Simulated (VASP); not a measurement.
# NiMoIrPdW: relaxation of cell and atoms with PBE+D3(BJ)

Crystal: NiMoIrPdW.

```
CELL_PARAMETERS angstrom
2.34460 -1.43138 0.00906
2.34460 1.43138 0.00906
-2.20600 0.00000 10.92374
ATOMIC_POSITIONS crystal
Ni 0.49838 0.49838 0.29525
Mo 0.31773 0.31773 0.91207
Pd 0.24733 0.24733 0.49061
Ir 0.74982 0.74982 0.10802
W 0.68673 0.68673 0.69406
```

```
Program                : VASP 6.6.1
Task                   : relaxation of cell and atoms
Functional             : PBE
Dispersion             : D3(BJ)
Potentials or basis    : VASP PAW PBE potentials, release 64 (Ni, Mo_sv, Pd, Ir, W_sv)
Cutoff                 : 600 eV
k mesh                 : 8 × 8 × 2
Occupations            : fermi-dirac, width 0.05 eV
Spin                   : collinear spin, ferromagnetic start
Starting moments       : [1.0, 1.0, 0.0, 0.6, 0.0] μB
Dipole correction      : no
Further INCAR settings : ALGO = Normal; EDIFF = 1e-07; IBRION = 2; EDIFFG = -0.01; NSW = 60; ISIF = 3
```

| Property | Result |
| --- | --- |
| Relaxed volume | 14.29 Å³/atom |
| Relaxed cell | a = 2.726 Å, b = 2.726 Å, c = 11.060 Å, α = 99.32°, β = 99.32°, γ = 62.30° |
| Space group after relaxing (to 0.1 Å) | Cm (No. 8) |
| Energy gained by relaxing | 8.8 meV/atom |
| Ionic steps | 27 |
| Pressure after relaxing | 0.0 GPa |
| Largest force after relaxing | 0.009 eV/Å |
| Net moment | 0.00 μB per cell |
| Valence electrons inside the program's atomic spheres | Ni 9.18; Mo 12.59; Pd 9.63; Ir 8.40; W 12.10 |
| Dispersion energy per atom | -0.656 eV |

Forces on the atoms (eV/Å):
```
Ni   0.003  0.000  0.001
Mo   0.001  0.000  0.007
Pd  -0.009  0.000  0.000
Ir   0.006  0.000 -0.003
W   -0.001  0.000 -0.006
```

The path:
```csv
step,energy change (eV),largest force (eV/Å),pressure (GPa),volume (Å³)
1,0.0000,0.0767,-6.58,73.38
2,0.2084,0.5531,19.38,67.16
3,-0.0399,0.1746,-0.08,71.55
4,-0.0399,0.1776,0.06,71.51
5,-0.0422,0.0912,0.01,71.46
6,-0.0422,0.0905,-0.01,71.46
7,-0.0430,0.0611,0.02,71.45
8,-0.0432,0.0474,0.03,71.44
9,-0.0435,0.0316,-0.10,71.46
10,-0.0435,0.0271,-0.18,71.48
11,-0.0436,0.0271,0.20,71.37
12,-0.0436,0.0251,0.15,71.40
13,-0.0437,0.0231,0.10,71.41
14,-0.0437,0.0231,0.06,71.42
15,-0.0437,0.0232,0.04,71.42
16,-0.0438,0.0165,-0.04,71.45
17,-0.0438,0.0131,-0.13,71.48
18,-0.0438,0.0105,-0.08,71.45
19,-0.0438,0.0145,0.01,71.43
20,-0.0438,0.0133,0.03,71.44
21,-0.0438,0.0116,-0.01,71.45
22,-0.0438,0.0126,-0.02,71.44
23,-0.0438,0.0130,-0.01,71.44
24,-0.0438,0.0131,0.00,71.44
25,-0.0439,0.0108,0.02,71.43
26,-0.0439,0.0102,0.06,71.42
27,-0.0439,0.0094,0.02,71.44
```

Final structure:
```xyz
5
Lattice="2.3326 -1.4099 0.0153 2.3326 1.4099 0.0153 -2.1652 0.0000 10.8461" Properties=species:S:1:pos:R:3 pbc="T T T"
Ni    1.6815    0.0000    3.2238
Mo   -0.4718    0.0000    9.9001
Pd    0.0887    0.0000    5.3238
Ir    3.2697    0.0000    1.2046
W     1.6821    0.0000    7.5397
```

Levels at points of the mesh, in eV from the Fermi level:
Spin up:
```tsv
k point	band 26	band 27	band 28	band 29	band 30	band 31
(0.00, 0.00, 0.00)	-0.89	-0.86	-0.77	-0.73	-0.57	-0.23
(0.50, 0.00, 0.00)	-0.40	-0.21	0.90	1.36	1.41	1.66
(0.50, 0.50, 0.00)	-0.16	-0.09	0.29	1.14	1.17	1.82
(0.00, 0.00, 0.50)	-1.44	-0.97	-0.90	-0.54	-0.49	0.02
(0.50, 0.00, 0.50)	-0.21	-0.17	0.77	0.91	1.10	1.71
(0.50, 0.50, 0.50)	-0.16	0.25	0.61	0.88	1.15	1.94
```
Spin down:
```tsv
k point	band 24	band 25	band 26	band 27	band 28	band 29	band 30	band 31	band 32	band 33
(0.00, 0.00, 0.00)	-1.70	-1.26	-0.89	-0.86	-0.77	-0.73	-0.57	-0.23	0.04	0.38
(0.50, 0.00, 0.00)	-0.66	-0.52	-0.40	-0.21	0.90	1.36	1.41	1.66	1.98	2.48
(0.50, 0.50, 0.00)	-0.47	-0.38	-0.16	-0.09	0.29	1.14	1.17	1.82	2.90	3.04
(0.00, 0.00, 0.50)	-1.66	-1.58	-1.44	-0.97	-0.90	-0.54	-0.49	0.02	0.26	0.59
(0.50, 0.00, 0.50)	-0.60	-0.48	-0.21	-0.17	0.77	0.91	1.10	1.71	2.55	2.81
(0.50, 0.50, 0.50)	-0.45	-0.18	-0.16	0.25	0.61	0.88	1.15	1.94	2.69	2.91
```

It took 2.2 h on 1 thread of Oxide Virtual Turin-like Processor, on a shared host, peak memory 0.43 GiB.

Caveat: the moments typed at the start vanished in this run; spin-orbit coupling is left out, which moves the levels of the heavy elements.
